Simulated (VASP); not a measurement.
A run of VASP 6.6.1 is set up as follows.

Contents of POSCAR:

```
Al
1.0
    2.8676155389      0.0000000000      0.0000000000
   -1.4338077694      2.4834279049      0.0000000000
    0.0000000000      0.0000000000      4.9623026648
Al
2
Direct
    0.3333333333      0.6666666667      0.2500000000
    0.6666666667      0.3333333333      0.7500000000
```

File INCAR.step1:

```
SYSTEM = Al
  PREC = Accurate
  ENCUT = 520
  EDIFF = 1E-5
  ISMEAR = -1
  SIGMA = 0.05
  LREAL = .False.
  LASPH = .True.
  NELM = 100
  ALGO = Normal
  ISIF = 2
  LWAVE = .True.
  NBANDS = 10
  GGA = PE
```

File INCAR.step2:

```
SYSTEM = Al
  PREC = Accurate
  ENCUT = 520
  EDIFF = 1E-7
  ISMEAR = -1
  SIGMA = 0.05
  LREAL = .False.
  LASPH = .True.
  NELM = 100
  ALGO = Normal
  ISIF = 2
  LWAVE = .False.
  LCHARG = .True.
  GGA = PE
  LHFCALC = .True.
  HFSCREEN = 0.2079
  PRECFOCK = Normal
  LELF = .True.
  LVHAR = .True.
  NBANDS = 10
  ISTART = 1
```

KPOINTS

```
regular mesh
0
Gamma
  6 6 4
  0 0 0
```

Potentials or basis: VASP PAW PBE potentials, release 64 (Al).

Run with:

```console
$ cat potpaw_PBE.64/Al/POTCAR > POTCAR
$ cp INCAR.step1 INCAR
$ mpirun -np 1 vasp_std > vasp.out
$ cp INCAR.step2 INCAR
$ mpirun -np 1 vasp_std > vasp.out
```

Task: What does it give for the band gap on the k mesh?

Result: Zero (bands 3 and 4 overlap by 7.48 eV).

Task: What does it give for the pressure?

Result: -3.9 GPa.

Stress tensor (GPa, compression positive):
```
-3.15  0.00  0.00
 0.00 -3.15  0.00
 0.00  0.00 -5.28
```

Caveat: the k points lie up to 0.42 Å⁻¹ apart, too coarse for converged energies and pressures of a metal; the PAW data sets were made with another functional, which shifts forces and pressure a little.
